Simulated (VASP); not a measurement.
Wanted: the native input for a VASP 6.6.1 run.

```yaml
Task: relaxation of cell and atoms
Functional: revPBE
Potentials_or_basis: VASP PAW PBE potentials, release 64 (Mn_pv, O)
Cutoff: 600 eV
k_mesh: 10 × 10 × 10
Occupations: fermi-dirac, width 0.05 eV
Spin: collinear spin, ferromagnetic start
Starting_moments: "[4.0, 0.0] μB"
Dipole_correction: no
Further_INCAR_settings: ALGO = Normal; EDIFF = 1e-06; IBRION = 2; EDIFFG = -0.01; NSW = 60; ISIF = 3
```

The structure of MnO lies in POSCAR:

```
MnO
1.0
    0.0000000000      2.2239077028      2.2239077028
    2.2239077028      0.0000000000      2.2239077028
    2.2239077028      2.2239077028      0.0000000000
Mn O
1 1
Direct
    0.0000000000      0.0000000000      0.0000000000
    0.5000000000      0.5000000000      0.5000000000
```

One way to write it, as run:

INCAR

```
SYSTEM = MnO
ALGO = Normal
EDIFF = 1E-6
EDIFFG = -0.01
ENCUT = 600
GGA = RE
IBRION = 2
ISIF = 3
ISMEAR = -1
ISPIN = 2
LASPH = .True.
LCHARG = .False.
LMAXMIX = 4
LORBIT = 11
LREAL = .False.
LWAVE = .False.
MAGMOM = 4 0
NELM = 150
NSW = 60
PREC = Accurate
SIGMA = 0.05
```

KPOINTS

```
k-points
0
Gamma
  10 10 10
  0 0 0
```

Potentials or basis: VASP PAW PBE potentials, release 64 (Mn_pv, O).

Command:

```console
$ cat potpaw_PBE.64/Mn_pv/POTCAR potpaw_PBE.64/O/POTCAR > POTCAR
$ mpirun -np 1 vasp_std > vasp.out
```

It gave:

| Property | Result |
| --- | --- |
| Relaxed volume | 11.42 Å³/atom |
| Relaxed cell | a = 3.185 Å, b = 3.185 Å, c = 3.185 Å, α = 60.00°, β = 60.00°, γ = 60.00° |
| Space group after relaxing (to 0.05 Å) | Fm-3m (No. 225) |
| Energy gained by relaxing | 5.2 meV/atom |
| Ionic steps | 3 |
| Pressure after relaxing | 0.0 GPa |
| Net moment | 4.89 μB per cell |
| Site moments | Mn +4.43; O +0.20 μB |
| Valence electrons inside the program's atomic spheres | Mn 11.31; O 4.97 |

Caveat: the PAW data sets were made with another functional, which shifts forces and pressure a little; a cell with one magnetic atom can't hold antiferromagnetic order, which such compounds often take.

It took 96 s on 1 thread of Intel Xeon 6975P-C, with other jobs on the host, peak memory 0.2 GiB.
